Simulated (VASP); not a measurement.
# Al5Co3Ru2 in VASP: notebook, part 2 of 2

VASP 6.6.1.

### 4 Single point, PBE, collinear spin, ferromagnetic start

This run uses another cell than the first one, of 13.62 Å³/atom.

INCAR reads:

```
PREC = Accurate
ENCUT = 600
EDIFF = 1E-6
ISMEAR = 0
SIGMA = 0.1
LREAL = F
LASPH = T
NELM = 200
ALGO = Normal
ISIF = 2
LWAVE = F
LCHARG = F
ISPIN = 2
MAGMOM = 0 0 0 0 0 3 3 3 0 0
LORBIT = 11
LMAXMIX = 4
GGA = PE
NBANDS = 50
GGA_COMPAT = F
```

KPOINTS reads:

```
Automatic mesh
0
Gamma
  6 6 1
```

POSCAR reads:

```
Al5Co3Ru2
1.0
    3.0090904900      0.0000000000      0.0000000000
    0.0000000000      3.0090904900      0.0000000000
    0.0000000000      0.0000000000     15.0454524700
Al Co Ru
5 3 2
Direct
    0.0000000000      0.0000000000      0.6000000000
    0.0000000000      0.0000000000      0.8000000000
    0.0000000000      0.0000000000      0.0000000000
    0.0000000000      0.0000000000      0.2000000000
    0.0000000000      0.0000000000      0.4000000000
    0.5000000000      0.5000000000      0.9000000000
    0.5000000000      0.5000000000      0.1000000000
    0.5000000000      0.5000000000      0.5000000000
    0.5000000000      0.5000000000      0.7000000000
    0.5000000000      0.5000000000      0.3000000000
```

Potentials or basis: VASP PAW PBE potentials, release 64 (Al, Co, Ru_pv).

The run is started by

```sh
cat potpaw_PBE.64/Al/POTCAR potpaw_PBE.64/Co/POTCAR potpaw_PBE.64/Ru_pv/POTCAR > POTCAR
mpirun -np 1 vasp_std > vasp.out
```

OUTCAR:

```text
PREC = Accurate
   ENCUT = 600
   EDIFF = 1E-6
   ISMEAR = 0
   LREAL = F
   LASPH = T
   NELM = 200
   ISIF = 2
   ISPIN = 2
   LORBIT = 11
   GGA = PE

 ion  position               nearest neighbor table
   1  0.000  0.000  0.600-   8 2.61   9 2.61   8 2.61   9 2.61   8 2.61   9 2.61   8 2.61   9 2.61
                             2 3.01   5 3.01
   2  0.000  0.000  0.800-   9 2.61   9 2.61   9 2.61   9 2.61   6 2.61   6 2.61   6 2.61   6 2.61
                             1 3.01   3 3.01
   3  0.000  0.000  0.000-   6 2.61   7 2.61   6 2.61   7 2.61   6 2.61   7 2.61   6 2.61   7 2.61
                             2 3.01   4 3.01
   4  0.000  0.000  0.200-  10 2.61  10 2.61  10 2.61  10 2.61   7 2.61   7 2.61   7 2.61   7 2.61
                             5 3.01   3 3.01
   5  0.000  0.000  0.400-   8 2.61  10 2.61   8 2.61  10 2.61   8 2.61  10 2.61   8 2.61  10 2.61
                             4 3.01   1 3.01
[... 1254 lines left out ...]
 -----------------------------------------------------------------------------------
    total drift:                                0.000000     -0.000000     -0.000000

  FREE ENERGIE OF THE ION-ELECTRON SYSTEM (eV)
  ---------------------------------------------------
  free  energy   TOTEN  =       -63.7508219334 eV

  energy  without entropy=      -63.7036267072  energy(sigma->0) =      -63.72722432

 total charge

# of ion       s       p       d       tot
------------------------------------------
    1        0.385   0.384   0.000   0.769
    2        0.385   0.384   0.000   0.769
    3        0.382   0.364   0.000   0.745
    4        0.385   0.384   0.000   0.769
    5        0.385   0.384   0.000   0.769
    6        0.381   0.385   7.417   8.182
    7        0.381   0.385   7.417   8.182
    8        0.383   0.389   7.411   8.183
    9        0.326   6.227   6.211  12.764
   10        0.326   6.227   6.211  12.764
--------------------------------------------------
tot          3.717  15.514  34.666  53.897

 magnetization (x)

# of ion       s       p       d       tot
------------------------------------------
    1       -0.001  -0.002   0.000  -0.002
    2       -0.000  -0.001   0.000  -0.001
    3       -0.001  -0.002   0.000  -0.002
    4       -0.000  -0.001   0.000  -0.001
    5       -0.001  -0.002   0.000  -0.002
    6       -0.000   0.001   0.069   0.070
    7       -0.000   0.001   0.069   0.070
    8       -0.001  -0.001   0.149   0.147
    9        0.000   0.000   0.019   0.020
   10        0.000   0.000   0.019   0.020
--------------------------------------------------
tot         -0.003  -0.005   0.326   0.317
```

Wall time 6.4 min (1 thread of Oxide Virtual Turin-like, shared host); peak memory 0.34 GiB.

Results:

```yaml
Free_energy: -63.7508 eV
Pressure: -12.9 GPa
Largest_force: 0.358 eV/Å
Net_moment: 0.29 μB per cell
Site_moments: Al -0.00; Co +0.07, +0.15 (each value once); Ru +0.02 μB
Valence_electrons_inside_the_program's_atomic_spheres: Al 0.77, 0.74 (each value once); Co 8.18; Ru 12.76
```

Forces in eV/Å, atoms in the order of the input:
```
Al   0.000  0.000 -0.215
Al   0.000  0.000  0.119
Al   0.000  0.000  0.000
Al   0.000  0.000 -0.119
Al   0.000  0.000  0.215
Co   0.000  0.000  0.358
Co   0.000  0.000 -0.358
Co   0.000  0.000  0.000
Ru   0.000  0.000 -0.014
Ru   0.000  0.000  0.014
```

Caveat: the k points lie up to 0.42 Å⁻¹ apart.

### 5 Single point, PBE

INCAR reads:

```
SYSTEM = Al5Co3Ru2
PREC     = Accurate       ! precision mode
ENCUT    = 600            ! plane-wave cutoff, eV
EDIFF    = 1E-6           ! SCF threshold, eV
ISMEAR   = 0              ! smearing method
SIGMA    = 0.2            ! smearing width, eV
LREAL    = .FALSE.        ! projectors in reciprocal space
LASPH    = .TRUE.         ! aspherical terms in the spheres
NELM     = 120            ! most SCF steps
ALGO     = Normal         ! electronic algorithm
ISIF     = 2              ! what is computed and relaxed
LWAVE    = .FALSE.        ! write WAVECAR
LCHARG   = .FALSE.        ! write CHGCAR
GGA      = PE             ! functional
NBANDS   = 46             ! bands
GGA_COMPAT= .FALSE.
```

KPOINTS reads:

```
Automatic mesh
0
G
  8 8 2
  0 0 0
```

POSCAR reads:

```
Al5Co3Ru2
1.0
    2.9258916846      0.0004502079     -0.0001375570
    0.0004464254      2.9266048114     -0.0000777498
   -0.0009288895     -0.0006478694     14.5582783579
Al Co Ru
5 3 2
Direct
   -0.0000008968     -0.0001334466      0.5977734648
   -0.0000465300     -0.0000586627      0.8050104257
    0.0000287764      0.0000885011     -0.0000029597
    0.0000218811      1.0000825398      0.1949919097
    1.0000518547     -0.0000208800      0.4022258298
    0.4999314068      0.5001320472      0.9044610372
    0.4999985448      0.5001381220      0.0955334640
    0.5000336550      0.4998321182      0.5000008215
    0.4999471015      0.4999024311      0.7017276289
    0.5000342064      0.5000372299      0.2982783782
```

The run is started by

```sh
cat potpaw_PBE.64/Al/POTCAR potpaw_PBE.64/Co/POTCAR potpaw_PBE.64/Ru_pv/POTCAR > POTCAR
mpirun -np 1 vasp_std > vasp.out
```

Wall time 17 min (1 thread of Oxide Virtual Turin-like, shared host); peak memory 0.5 GiB.

The run converged. Its results:

```yaml
Free_energy: -64.4264 eV
Pressure: 0.1 GPa
Largest_force: 0.018 eV/Å
Band_gap_on_the_k_mesh: zero (bands 35 and 36 overlap by 1.79 eV)
```

Forces in eV/Å, atoms in the order of the input:
```
Al  -0.001  0.000 -0.017
Al   0.000  0.001  0.014
Al  -0.001  0.001  0.000
Al   0.000  0.000 -0.014
Al   0.000  0.000  0.018
Co   0.001 -0.002  0.008
Co   0.001 -0.001 -0.007
Co   0.000  0.002  0.000
Ru   0.001  0.000  0.006
Ru   0.000  0.000 -0.007
```

Stress tensor (GPa, compression positive):
```
 0.16 -0.04  0.01
-0.04  0.12  0.01
 0.01  0.01 -0.04
```

Levels at points of the mesh, in eV from the Fermi level:
```tsv
k point	band 33	band 34	band 35	band 36	band 37	band 38	band 39	band 40
(0.00, 0.00, 0.00)	-0.25	-0.25	0.48	0.48	0.93	1.24	2.68	3.85
(0.50, 0.00, 0.00)	-1.04	-0.68	-0.28	-0.01	0.16	0.23	0.30	2.00
(0.00, 0.50, 0.00)	-1.04	-0.68	-0.28	-0.01	0.16	0.23	0.29	1.99
(0.50, 0.50, 0.00)	0.23	0.50	0.51	1.84	1.85	2.39	2.62	2.62
(0.00, 0.00, 0.50)	-0.34	-0.34	0.48	0.48	0.93	1.40	2.12	4.91
(0.50, 0.00, 0.50)	-0.93	-0.80	-0.19	-0.06	0.13	0.25	0.30	1.82
(0.00, 0.50, 0.50)	-0.93	-0.79	-0.19	-0.06	0.13	0.25	0.29	1.82
(0.50, 0.50, 0.50)	0.44	1.32	1.32	1.76	1.76	1.84	1.85	2.39
```

Caveat: the run has no spin polarisation, though such a crystal can be magnetic.

### 6 Overview

```tsv
spin	cell	k mesh	smearing	gap on the mesh (eV)	pressure (GPa)	moment (μB)	largest force (eV/Å)
off	a = 2.924, b = 2.924, c = 14.571 Å, 10 atoms, atomic positions A	8 × 8 × 2	gaussian 0.2 eV	none	0.3	-	0.04
collinear, ferromagnetic start	a = 2.916, b = 2.916, c = 14.671 Å, 10 atoms, atomic positions B	6 × 6 × 1	gaussian 0.1 eV	none	0.0	0.28	0.03
collinear, ferromagnetic start	a = 3.009, b = 3.009, c = 15.045 Å, 10 atoms, atomic positions C	6 × 6 × 1	gaussian 0.1 eV	none	-12.9	0.29	0.36
off	a = 2.926, b = 2.927, c = 14.558 Å, 10 atoms, atomic positions D	8 × 8 × 2	gaussian 0.2 eV	none	0.1	-	0.02
```

Alike in all rows: task single point; level PBE; potentials or basis VASP PAW PBE potentials, release 64 (Al, Co, Ru_pv); cutoff (eV) 600.

Caveats: some runs use coarse meshes.

Absolute energies hang on the potentials; compare differences alone.
